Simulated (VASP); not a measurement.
Write the native input for VASP 6.6.1 that does the following.

| Quantity | Value |
| --- | --- |
| Task | single point |
| Functional | PBE |
| Dispersion | D3(BJ) |
| Potentials or basis | VASP PAW PBE potentials, release 64 (Sn_d, O) |
| Cutoff | 520 eV |
| k mesh | 12 × 12 × 4 |
| Occupations | gaussian, width 0.05 eV |
| Spin | no spin polarisation |
| Dipole correction | no |
| Further INCAR settings | ALGO = Normal; EDIFF = 1e-06; NBANDS = 35 |

The structure of SnO2 lies in POSCAR:

```
SnO2
1.0
    3.2115702651      0.0000000000      0.0000000000
   -1.6057851326      2.7813014356      0.0000000000
    0.0000000000      0.0000000000      8.7913426309
Sn O
2 4
Direct
    0.0000000000      0.0000000000      0.5000000000
    0.0000000000      0.0000000000      0.0000000000
    0.6666666667      0.3333333333      0.4018666787
    0.6666666667      0.3333333333      0.0981333213
    0.3333333333      0.6666666667      0.5981333213
    0.3333333333      0.6666666667      0.9018666787
```

This cell differs from its parent crystal: strain -0.1500 x Voigt [0, 0, 1, 0, 0, 0].

These files were run (other wordings do the same):

INCAR

```
SYSTEM = SnO2
PREC     = Accurate       ! precision mode
ENCUT    = 520            ! plane-wave cutoff, eV
EDIFF    = 1E-6           ! SCF threshold, eV
ISMEAR   = 0              ! smearing method
SIGMA    = 0.05           ! smearing width, eV
LREAL    = .False.        ! projectors in reciprocal space
LASPH    = .True.         ! aspherical terms in the spheres
NELM     = 100            ! most SCF steps
ALGO     = Normal         ! electronic algorithm
ISIF     = 2              ! what is computed and relaxed
LWAVE    = .False.        ! write WAVECAR
LCHARG   = .False.        ! write CHGCAR
GGA      = PE             ! functional
IVDW     = 12             ! dispersion correction
NBANDS   = 35             ! bands
```

KPOINTS

```
Automatic mesh
0
Gamma
  12 12 4
  0 0 0
```

Potentials or basis: VASP PAW PBE potentials, release 64 (Sn_d, O).

Run with:

```bash
$ cat potpaw_PBE.64/Sn_d/POTCAR potpaw_PBE.64/O/POTCAR > POTCAR
$ mpirun -np 1 vasp_std > vasp.out
```

Results of the run:

```json
{
 "Pressure": "18.4 GPa",
 "Largest force": "1.917 eV/Å",
 "Band gap on the k mesh": "1.61 eV (least direct gap 2.32 eV)",
 "Dispersion energy per atom": "-0.198 eV"
}
```

Caveat: the cell differs from its parent crystal (strain -0.1500 x Voigt [0, 0, 1, 0, 0, 0]); the cell stands under pressure; spin-orbit coupling is left out, which moves the levels of the heavy elements; forces of over 1 eV/Å act on the atoms, so gaps and moduli don't describe the material at rest.

It took 60 s on 1 thread of AMD EPYC 9R45 96-Core Processor (Zen 5) (shared host), peak memory 0.24 GiB.
